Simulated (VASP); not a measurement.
**GaN: single point with PBEsol**

GaN:

```
Ga N
1.0
     3.17713    0.00000    0.00000
    -1.58856    2.75147    0.00000
     0.00000    0.00000    5.17642
Ga N
2 2
Direct
  0.33333 0.66667 0.99920
  0.66667 0.33333 0.49920
  0.33333 0.66667 0.37580
  0.66667 0.33333 0.87580
```

```yaml
Program: VASP 6.6.1
Task: single point
Functional: PBEsol
Potentials_or_basis: VASP PAW PBE potentials, release 64 (Ga_d, N)
Cutoff: 520 eV
k_mesh: 8 × 8 × 4
Occupations: gaussian, width 0.01 eV
Spin: no spin polarisation
```

```
Pressure               : 0.8 GPa
Band gap on the k mesh : 1.93 eV
```

Levels at points of the mesh, in eV from the valence-band top:
```
           k point  band 16  band 17  band 18  band 19  band 20  band 21
(0.00, 0.00, 0.00)    -0.04     0.00     0.00     1.93     4.24     9.14
(0.50, 0.00, 0.00)    -2.80    -2.27    -1.02     4.96     5.54     5.96
(0.00, 0.00, 0.50)    -0.54    -0.54    -0.54     4.25     4.25     8.41
(0.50, 0.00, 0.50)    -1.99    -1.94    -1.94     4.32     4.32     7.74
```

Wall time 28 s on 1 thread of Intel(R) Xeon(R) Platinum 8488C (Sapphire Rapids) (shared host), peak memory 0.17 GiB.

Caveat: the PAW data sets were made with another functional, which shifts forces and pressure a little.
